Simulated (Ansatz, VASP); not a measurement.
**One calculation of BAs, two programs**

File INCAR:

```
  PREC = Accurate
  ENCUT = 500
  EDIFF = 1E-6
  ISMEAR = 0
  SIGMA = 0.01
  LREAL = False
  LASPH = True
  NELM = 120
  ALGO = Normal
  ISIF = 2
  LWAVE = False
  LCHARG = False
  GGA = PE
  NBANDS = 11
  GGA_COMPAT = False
```

File KPOINTS:

```
Automatic mesh
0
Gamma
  8 8 8
```

The input POSCAR:

```
BAs
1.0
    0.0000000000      2.4044049102      2.4044049102
    2.4044049102      0.0000000000      2.4044049102
    2.4044049102      2.4044049102      0.0000000000
B As
1 1
Direct
    0.0000000000      0.0000000000      0.0000000000
    0.2500000000      0.2500000000      0.2500000000
```

Input for Ansatz:

```yaml
crystal:
  lattice:
    - [0.0, 2.4044049102, 2.4044049102]
    - [2.4044049102, 0.0, 2.4044049102]
    - [2.4044049102, 2.4044049102, 0.0]
  atoms:
    - { symbol: B, position: [0.0, 0.0, 0.0] }
    - { symbol: As, position: [0.25, 0.25, 0.25] }
kpoints:
  mp_grid: { grid: [8, 8, 8] }
hamiltonian:
  xc: pbe
scf:
  occupations: { method: fixed }
  n_extra_bands: 4
output:
  forces: true
  stress: true
  eigenvalues: true
```

Alike in both runs: task single point; functional PBE; k mesh 8 × 8 × 8; no spin polarisation.

|  | VASP | Ansatz |
| --- | --- | --- |
| version | VASP 6.6.1 | Ansatz 0.2.0 |
| potentials or method | VASP PAW PBE potentials, release 64 (B, As) | plane waves, PAW |
| plane-wave cutoff (eV) | 500 | 420 |
| occupations | gaussian, width 0.01 eV | fixed |
| valence electrons in the cell | 8 | 18 |

Ansatz gave:

| Quantity | Value |
| --- | --- |
| gap on the k mesh at the Fermi level (eV) | 1.22 |
| pressure (GPa) | 0.0 |

Question: Estimate VASP's values.

Answer: gap on the k mesh at the Fermi level (eV): 1.21; pressure (GPa): 0.6.

VASP's potentials hold 8 valence electrons a cell and Ansatz's 18, so a difference there can come from the potentials and not from the codes.
